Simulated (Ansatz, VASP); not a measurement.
One calculation of SnTe, two programs

```xyz
2
Lattice="0.0000 3.2050 3.2050 3.2050 0.0000 3.2050 3.2050 3.2050 0.0000" Properties=species:S:1:pos:R:3 pbc="T T T"
Sn    0.0346    0.0346    0.0346
Te    3.2050    3.2050    3.2050
```

Alike in both runs: task single point; functional HSE06; k mesh 4 × 4 × 4; occupations fermi-dirac, width 0.05 eV; no spin polarisation.

```csv
,VASP,Ansatz
version,VASP 6.6.1,Ansatz 0.2.0 development build
potentials or method,"VASP PAW PBE potentials, release 64 (Sn_d, Te)","plane waves, PAW datasets (generated soft set 1)"
plane-wave cutoff (eV),520,420
valence electrons in the cell,20,30
```

```csv
,VASP,Ansatz,Ansatz less VASP
gap on the k mesh at the Fermi level (eV),0.27,0.32,+0.048
rms of the force components (eV/Å),0.074,0.071,-0.0036
```

Atom by atom the forces differ by 0.004 eV/Å (rms over components). The functional is the same, so the differences come from potentials, cutoffs and numerics. VASP's potentials hold 20 valence electrons a cell and Ansatz's 30, so a difference there can come from the potentials and not from the codes. Ansatz's warnings: stress exchange threshold loose, stress scf threshold loose.

The k mesh is coarse, so the values compare programs but aren't converged. Spin-orbit coupling is off throughout.
